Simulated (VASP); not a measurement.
Write the native input for VASP 6.6.1 that does the following.

```
Task                   : single point
Functional             : LDA
Potentials or basis    : VASP PAW LDA potentials, release 64 (B, N)
Cutoff                 : 520 eV
k mesh                 : 12 × 12 × 12
Occupations            : gaussian, width 0.01 eV
Spin                   : no spin polarisation
Dipole correction      : no
Further INCAR settings : ALGO = Normal; EDIFF = 1e-06; NBANDS = 11
```

The structure of BN lies in POSCAR:

```
BN
1.0
    0.0000000000      1.7607078128      1.7607078128
    1.7607078128      0.0000000000      1.7607078128
    1.7607078128      1.7607078128      0.0000000000
B N
1 1
Direct
    0.0000000000      0.0000000000      0.0000000000
    0.7500000000      0.7500000000      0.7500000000
```

These files were run (other wordings do the same):

INCAR

```
ALGO = Normal
EDIFF = 1E-6
ENCUT = 520
ISIF = 2
ISMEAR = 0
LASPH = True
LCHARG = False
LREAL = False
LWAVE = False
NBANDS = 11
NELM = 100
PREC = Accurate
SIGMA = 0.01
```

KPOINTS

```
k-points
0
Gamma
  12 12 12
```

Potentials or basis: VASP PAW LDA potentials, release 64 (B, N).

Command:

```bash
$ cat potpaw_LDA.64/B/POTCAR potpaw_LDA.64/N/POTCAR > POTCAR
$ mpirun -np 1 vasp_std > vasp.out
```

Results of the run:

```yaml
Pressure: 23.2 GPa
Band_gap_on_the_k_mesh: 4.43 eV, indirect (least direct gap 9.05 eV)
```

Wall time 4.2 s on 1 thread of AMD EPYC 9R45 96-Core Processor (Zen 5), on a shared host, peak memory 0.08 GiB.
